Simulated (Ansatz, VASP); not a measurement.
**AlN in VASP and in Ansatz**

```
CELL_PARAMETERS angstrom
0.00000 2.20159 2.20159
2.20159 0.00000 2.20159
2.20159 2.20159 0.00000
ATOMIC_POSITIONS crystal
Al 0.01474 0.98526 0.98526
N 0.72161 0.77839 0.77839
```

Change from the starting cell: mode 4 (634.6 1/cm) frozen in, largest displacement +0.125 Å.

Alike in both runs: task single point; functional PBE; k mesh 10 × 10 × 10; occupations gaussian, width 0.05 eV; no spin polarisation.

|  | VASP | Ansatz |
| --- | --- | --- |
| version | VASP 6.6.1 | Ansatz 0.2.0 |
| potentials or method | VASP PAW PBE potentials, release 64 (Al, N), cutoff 600 eV | scalar-relativistic, plane waves, PAW |
| valence electrons in the cell | 8 | 8 |

```tsv
	VASP	Ansatz	Ansatz less VASP
gap on the k mesh at the Fermi level (eV)	2.83	2.84	+0.009
least direct gap on the mesh (eV)	3.46	3.46	-0.009
pressure (GPa)	3.7	4.1	+0.34
traceless stress, the component that is largest in VASP (GPa)	12.08	12.01	-0.071
rms of the force components (eV/Å)	1.449	1.444	-0.0054
```

Atom by atom the forces differ by 0.005 eV/Å (rms over components). With one functional, cell and mesh, what is left measures potentials, basis and numerics.
